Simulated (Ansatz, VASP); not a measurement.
## Two plane-wave programs on Hf

```
Hf
1.0
     0.00000    2.22000    2.22000
     2.22000    0.00000    2.22000
     2.22000    2.22000    0.00000
Hf
1
Direct
  0.00000 0.00000 0.00000
```

Alike in both runs: task single point; functional HSE06; k mesh 4 × 4 × 4; occupations fermi-dirac, width 0.05 eV; non-collinear spin, spin-orbit coupling.

|  | VASP | Ansatz |
| --- | --- | --- |
| version | VASP 6.6.1 | Ansatz 0.2.0 |
| potentials or method | VASP PAW PBE potentials, release 64 (Hf_pv) | Ansatz PAW |
| plane-wave cutoff (eV) | 520 | 420 |
| valence electrons in the cell | 10 | 26 |

VASP gave:

| Property | Result |
| --- | --- |
| pressure (GPa) | 1.5 |
| net moment per atom (μB) | 0.15 |

Problem. Estimate Ansatz's values.

Solution. Pressure (GPa): 3.7; net moment per atom (μB): 0.00.

The net moments are unlike, so the other rows may belong to different states. VASP's potentials hold 10 valence electrons a cell and Ansatz's 26, so a difference there can come from the potentials and not from the codes.

The k mesh is coarse, so the values compare programs but aren't converged.
